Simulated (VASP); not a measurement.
# AlNi in VASP: further runs

Runs on AlNi. Level: PBEsol. Tasks: single point.

Everything below comes from runs of VASP 6.6.1. Logs are shortened: lines on timing, memory, paths and dates and some standing lists are left out, and cuts for length are marked.

**1. The cell of the first run**

The structure is cubic, space group Pm-3m (No. 221). The conventional cell has a = 2.862 Å, b = 2.862 Å, c = 2.862 Å, α = 90.00°, β = 90.00°, γ = 90.00°. Al (site symmetry m-3m) has 8 Ni at 2.48 Å and 6 Al at 2.86 Å within 3.3 Å. Within 3.3 Å of Ni (site symmetry m-3m) lie 8 Al at 2.48 Å and 6 Ni at 2.86 Å.

**2. Single point, PBEsol**

INCAR reads:

```
SYSTEM = AlNi
  PREC = Accurate
  ENCUT = 520
  EDIFF = 1E-7
  ISMEAR = 0
  SIGMA = 0.1
  LREAL = .False.
  LASPH = .True.
  NELM = 60
  ALGO = Normal
  ISIF = 2
  LWAVE = .False.
  LCHARG = .False.
  GGA = PS
  NBANDS = 14
```

KPOINTS reads:

```
regular mesh
0
Gamma
  18 18 18
  0 0 0
```

POSCAR reads:

```
AlNi
1.0
    2.8623511850      0.0000000000      0.0000000000
    0.0000000000      2.8623511850      0.0000000000
    0.0000000000      0.0000000000      2.8623511850
Al Ni
1 1
Direct
    0.5000000000      0.5000000000      0.5000000000
    0.0000000000      0.0000000000      0.0000000000
```

Potentials or basis: VASP PAW PBE potentials, release 64 (Al, Ni).

On the command line:

```bash
$ cat potpaw_PBE.64/Al/POTCAR potpaw_PBE.64/Ni/POTCAR > POTCAR
$ mpirun -np 1 vasp_std > vasp.out
```

OUTCAR:

```text
SYSTEM = AlNi
   PREC = Accurate
   ENCUT = 520
   EDIFF = 1E-7
   ISMEAR = 0
   LREAL = .False.
   LASPH = .True.
   NELM = 60
   ISIF = 2
   GGA = PS

 ion  position               nearest neighbor table
   1  0.500  0.500  0.500-   2 2.48   2 2.48   2 2.48   2 2.48   2 2.48   2 2.48   2 2.48   2 2.48

   2  0.000  0.000  0.000-   1 2.48   1 2.48   1 2.48   1 2.48   1 2.48   1 2.48   1 2.48   1 2.48

  LATTYP: Found a simple cubic cell.
 ALAT       =     2.8623511850

  Lattice vectors:

 A1 = (   2.8623511850,   0.0000000000,   0.0000000000)
 A2 = (   0.0000000000,   2.8623511850,   0.0000000000)
 A3 = (   0.0000000000,   0.0000000000,   2.8623511850)

Analysis of symmetry for initial positions (statically):
=====================================================================
 Subroutine PRICEL returns:
 Original cell was already a primitive cell.

 Routine SETGRP: Setting up the symmetry group for a
 simple cubic supercell.

 Subroutine GETGRP returns: Found 48 space group operations
 (whereof 48 operations were pure point group operations)
 out of a pool of 48 trial point group operations.

The static configuration has the point symmetry O_h .

Analysis of symmetry for dynamics (positions and initial velocities):
=====================================================================
 Subroutine PRICEL returns:
 Original cell was already a primitive cell.

 Routine SETGRP: Setting up the symmetry group for a
 simple cubic supercell.

 Subroutine GETGRP returns: Found 48 space group operations
 (whereof 48 operations were pure point group operations)
 out of a pool of 48 trial point group operations.

The dynamic configuration has the point symmetry O_h .

 Subroutine INISYM returns: Found 48 space group operations
 (whereof 48 operations are pure point group operations),
 and found     1 'primitive' translations

----------------------------------------------------------------------------------------

                                     Primitive cell

  volume of cell :      23.4514

  direct lattice vectors                    reciprocal lattice vectors
     2.862351185  0.000000000  0.000000000     0.349363141  0.000000000  0.000000000
     0.000000000  2.862351185  0.000000000     0.000000000  0.349363141  0.000000000
     0.000000000  0.000000000  2.862351185     0.000000000  0.000000000  0.349363141

  length of vectors
     2.862351185  2.862351185  2.862351185     0.349363141  0.349363141  0.349363141

  position of ions in fractional coordinates (direct lattice)
     0.500000000  0.500000000  0.500000000
     0.000000000  0.000000000  0.000000000

  ion indices of the primitive-cell ions
   primitive index   ion index
                 1           1
                 2           2

----------------------------------------------------------------------------------------

 KPOINTS: regular mesh

Automatic generation of k-mesh.
 Grid dimensions read from file:
 generate k-points for:   18   18   18

 Generating k-lattice:

  Cartesian coordinates                     Fractional coordinates (reciprocal lattice)
     0.019409063  0.000000000  0.000000000     0.055555556  0.000000000  0.000000000
     0.000000000  0.019409063  0.000000000     0.000000000  0.055555556  0.000000000
     0.000000000  0.000000000  0.019409063     0.000000000  0.000000000  0.055555556

  Length of vectors
     0.019409063  0.019409063  0.019409063

  Shift w.r.t. Gamma in fractional coordinates (k-lattice)
     0.000000000  0.000000000  0.000000000

 Subroutine IBZKPT returns following result:
 ===========================================

 Found    220 irreducible k-points:

 Following reciprocal coordinates:
            Coordinates               Weight
  0.000000  0.000000  0.000000      1.000000
  0.055556  0.000000  0.000000      6.000000
  0.111111  0.000000  0.000000      6.000000
  0.166667  0.000000  0.000000      6.000000
  0.222222  0.000000  0.000000      6.000000
  0.277778  0.000000  0.000000      6.000000
[... 16 lines left out ...]
  0.277778  0.111111  0.000000     24.000000
  0.333333  0.111111  0.000000     24.000000
 [... further k-points ...]
   k-points           NKPTS =    220   k-points in BZ     NKDIM =    220   number of bands    NBANDS=     14
   number of dos      NEDOS =    301   number of ions     NIONS =      2
   total plane-waves  NPLWV =  13824
   dimension x,y,z NGX =    24 NGY =   24 NGZ =   24
   dimension x,y,z NGXF=    48 NGYF=   48 NGZF=   48
   ions per type =               1   1
   NGX,Y,Z   is equivalent  to a cutoff of  13.94, 13.94, 13.94 a.u.
   NGXF,Y,Z  is equivalent  to a cutoff of  27.88, 27.88, 27.88 a.u.
 SYSTEM =  AlNi
   PREC   = accura    normal or accurate (medium, high low for compatibility)
   ISTART =      0    job   : 0-new  1-cont  2-samecut
   ICHARG =      2    charge: 1-file 2-atom 10-const
   ISPIN  =      1    spin polarized calculation?
   LNONCOLLINEAR =      F non collinear calculations
   LSORBIT =      F    spin-orbit coupling
   LASPH  =      T    aspherical Exc in radial PAW
   ENCUT  =  520.0 eV  38.22 Ry    6.18 a.u.   5.32  5.32  5.32*2*pi/ulx,y,z
   NELM   =     60;   NELMIN=  2; NELMDL= -5     # of ELM steps
   EDIFF  = 0.1E-06   stopping-criterion for ELM
   LREAL  =      F    real-space projection
   EDIFFG = 0.1E-05   stopping-criterion for IOM
   NSW    =      0    number of steps for IOM
   IBRION =     -1    ionic relax: 0-MD 1-quasi-New 2-CG
   NFREE  =      0    steps in history (QN), initial steepest desc. (CG)
   ISIF   =      2    stress and relaxation
   ISYM   =      2    0-nonsym 1-usesym 2-fastsym
   POTIM  = 0.5000    time-step for ionic-motion
   TEBEG  =    0.0;   TEEND  =   0.0 temperature during run
   PSTRESS=    0.0 pullay stress
   NELECT =      13.0000    total number of electrons
   NUPDOWN=      -1.0000    fix difference up-down
   EMIN   =  10.00;   EMAX   =-10.00  energy-range for DOS
   EFERMI =   0.00;   METHOD = LEGACY
   ISMEAR =     0;   SIGMA  =   0.10  broadening in eV -4-tet -1-fermi 0-gaus
   EFERMI_NEDOS =   21; number of points for ismear=-14 and -15
   IALGO  =     38    algorithm
   IMIX   =      4    mixing-type and parameters
     AMIX     =   0.40;   BMIX     =  1.00
     AMIX_MAG =   1.60;   BMIX_MAG =  1.00
  volume/ion in A,a.u.               =      11.73        79.13
  Fermi-wavevector in a.u.,A,eV,Ry     =   1.344827  2.541354 24.606942  1.808559
  Thomas-Fermi vector in A             =   2.472789
   LORBIT       =      0    0 simple, 1 ext, 2 COOP (PROOUT), +10 PAW based schemes
   GGA     = PS    functional components
   LHFCALC =     F    Hartree Fock is set to
   AEXX    =    0.0000 exact exchange contribution
   IVDW    =     0    specifies the selected vdW correction
   LEPSILON=     F    determine dielectric tensor
   LRPA    =     F    only Hartree local field effects (RPA)
 non-spin polarized calculation
 Gauss-broadening in eV      SIGMA  =   0.10
  energy-cutoff  :      520.00
  volume of cell :       23.45
 maximum number of plane-waves:       651
 NGX is ok and might be reduce to    24
   NGX = 11   NGY = 11   NGZ = 11

 number of electron      13.0000011 magnetization

 Free energy of the ion-electron system (eV)
  ---------------------------------------------------
  ext. energy  EPLUGINS =         0.00000000
  ---------------------------------------------------
  free energy    TOTEN  =       -11.58867190 eV

  energy without entropy =      -11.58500109  energy(sigma->0) =      -11.58683649

 E-fermi :  10.1664     XC(G=0): -12.2608

 val. band max:       10.1392627587   @ k =   0.3333   0.1111   0.0556
 cond. band min:      10.1723863819   @ k =   0.3333   0.3333   0.0556
 fundamental gap:      0.0331236232
 Fermi energy:        10.1664027016

 k-point     1 :       0.0000    0.0000    0.0000
  band No.  band energies     occupation
      1      -1.1184      2.00000
      2       6.8264      2.00000
      3       6.8264      2.00000
      4       8.5758      2.00000
      5       8.5758      2.00000
      6       8.5758      2.00000
      7      15.7353      0.00000
      8      15.7353      0.00000
      9      15.7353      0.00000
     10      18.3655      0.00000
     11      18.3655      0.00000
     12      24.2362      0.00000
     13      31.2830      0.00000
     14      31.2830      0.00000

 k-point     2 :       0.0556    0.0000    0.0000
  band No.  band energies     occupation
      1      -1.0607      2.00000
      2       6.8229      2.00000
      3       6.8403      2.00000
      4       8.5501      2.00000
      5       8.5501      2.00000
      6       8.5785      2.00000
      7      15.0748      0.00000
      8      15.8118      0.00000
      9      15.8118      0.00000
     10      18.3681      0.00000
     11      18.9718      0.00000
     12      24.4333      0.00000
     13      30.5648      0.00000
     14      30.5648      0.00000

 k-point     3 :       0.1111    0.0000    0.0000
  band No.  band energies     occupation
      1      -0.8881      2.00000
      2       6.8039      2.00000
      3       6.8805      2.00000
      4       8.4778      2.00000
      5       8.4778      2.00000
      6       8.5864      2.00000
      7      13.8572      0.00000
      8      16.0365      0.00000
      9      16.0365      0.00000
     10      18.3755      0.00000
     11      20.0030      0.00000
     12      25.0533      0.00000
     13      29.2558      0.00000
     14      29.2558      0.00000
[... 324 lines left out ...]
 k-point    23 :       0.2778    0.1111    0.0000
  band No.  band energies     occupation
      1       0.5164      2.00000
      2       6.3466      2.00000
      3       7.1110      2.00000
      4       8.0121      2.00000
      5       8.1392      2.00000
      6       8.5427      2.00000
      7      10.7504      0.00000
      8      15.3608      0.00000
      9      17.7467      0.00000
     10      19.4971      0.00000
     11      23.3513      0.00000
     12      23.6670      0.00000
     13      25.4019      0.00000
     14      28.3449      0.00000

 k-point    24 :       0.3333    0.1111    0.0000
  band No.  band energies     occupation
      1       1.1145      2.00000
      2       5.8121      2.00000
      3       7.2026      2.00000
      4       7.9279      2.00000
      5       8.0303      2.00000
      6       8.5591      2.00000
      7      10.1085      1.58738
      8      15.8995      0.00000
      9      18.4196      0.00000
     10      19.4347      0.00000
     11      22.5007      0.00000
     12      24.1960      0.00000
     13      24.2553      0.00000
     14      27.4710      0.00000

 [... further k-points ...]
[... 5 lines left out ...]
  --------------------------------------------------------------------------------------
  -------------------------------------------------------------------------------------
  Total        0.0160934      0.0160934      0.0160934      0.0000000      0.0000000      0.0000000
  in kB        1.0994858      1.0994858      1.0994858      0.0000000      0.0000000      0.0000000
  external PRESSURE =       1.0994858 kB  Pullay stress =       0.0000000 kB

 VOLUME and BASIS-vectors are now :
 -----------------------------------------------------------------------------
  energy-cutoff  :      520.00
  volume of cell :       23.45
      direct lattice vectors                 reciprocal lattice vectors
     2.862351185  0.000000000  0.000000000     0.349363141  0.000000000  0.000000000
     0.000000000  2.862351185  0.000000000     0.000000000  0.349363141  0.000000000
     0.000000000  0.000000000  2.862351185     0.000000000  0.000000000  0.349363141

 POSITION                                       TOTAL-FORCE (eV/Angst)
 -----------------------------------------------------------------------------------
      1.43118      1.43118      1.43118         0.000000      0.000000      0.000000
      0.00000      0.00000      0.00000         0.000000      0.000000      0.000000
 -----------------------------------------------------------------------------------
    total drift:                                0.000000      0.000000      0.000000

  FREE ENERGIE OF THE ION-ELECTRON SYSTEM (eV)
  ---------------------------------------------------
  free  energy   TOTEN  =       -11.5886718981 eV

  energy  without entropy=      -11.5850010856  energy(sigma->0) =      -11.58683649
```

It took 82 s on 1 thread of Intel Xeon 8259CL, shared host; peak memory 0.2 GiB.

What came out:

```yaml
Free_energy: -11.5887 eV
Pressure: 0.1 GPa
Band_gap_on_the_k_mesh: zero (an odd number of electrons rules out a gap without spin polarisation)
```

Caveat: the PAW data sets were made with another functional, which shifts forces and pressure a little. Spin polarisation is off, so any magnetic state and its effect on volume and gap are missing.

**3. Single point, PBEsol (strain along c alone, the other axes held: -4.5 %)**

INCAR reads:

```
SYSTEM = AlNi
PREC = Accurate ; ENCUT = 520
EDIFF = 1E-6 ; ISMEAR = 0
SIGMA = 0.1 ; LREAL = .False.
LASPH = .True. ; NELM = 80
ALGO = Fast ; ISIF = 2
LWAVE = .False. ; LCHARG = .False.
GGA = PS ; NBANDS = 14
```

KPOINTS reads:

```
Automatic mesh
0
Gamma
  18 18 18
  0 0 0
```

POSCAR: that of step 2 with these lines changed.

```diff
@@ -4,3 +4,3 @@
     0.0000000000      2.8623511850      0.0000000000
-    0.0000000000      0.0000000000      2.8623511850
+    0.0000000000      0.0000000000      2.7335453817
 Al Ni
```

Potentials or basis: VASP PAW PBE potentials, release 64 (Al, Ni).

On the command line:

```bash
$ cat potpaw_PBE.64/Al/POTCAR potpaw_PBE.64/Ni/POTCAR > POTCAR
$ mpirun -np 1 vasp_std > vasp.out
```

Run time: 3.3 min. Hardware: 1 thread of Intel Xeon 8259CL, shared host; peak memory 0.29 GiB.

Results (log left out):

| Item | Value |
| --- | --- |
| Free energy | -11.5496 eV |
| Pressure | 8.9 GPa |
| Band gap on the k mesh | zero (an odd number of electrons rules out a gap without spin polarisation) |

Stress tensor (GPa, compression positive):
```
 7.16  0.00  0.00
 0.00  7.16  0.00
 0.00  0.00 12.46
```

Levels at points of the mesh, in eV from the Fermi level:
```csv
k point,band 4,band 5,band 6,band 7,band 8,band 9,band 10,band 11
"(0.00, 0.00, 0.00)",-1.77,-1.62,-1.62,5.21,5.21,6.97,8.17,8.46
"(0.50, 0.00, 0.00)",-2.54,-2.26,-1.54,-0.80,8.31,9.72,10.93,11.37
"(0.50, 0.50, 0.00)",-3.27,-2.13,-2.13,-1.17,1.28,2.53,13.87,16.37
"(0.00, 0.00, 0.50)",-2.54,-2.54,-1.64,-0.43,8.38,9.91,9.91,11.44
"(0.50, 0.00, 0.50)",-2.82,-2.37,-2.32,-1.07,1.76,2.97,12.66,15.07
"(0.50, 0.50, 0.50)",-1.13,-1.00,1.90,1.90,2.01,4.33,4.43,4.94
```

Caveat: the cell differs from its parent crystal (strain along c alone, the other axes held: -4.5 %); the stress differs along the axes, from 7 to 12 GPa; the PAW data sets were made with another functional, which shifts forces and pressure a little.

[end of part 1 of 2]

The gap in the log of VASP goes by the Fermi energy; the results here count the filled bands.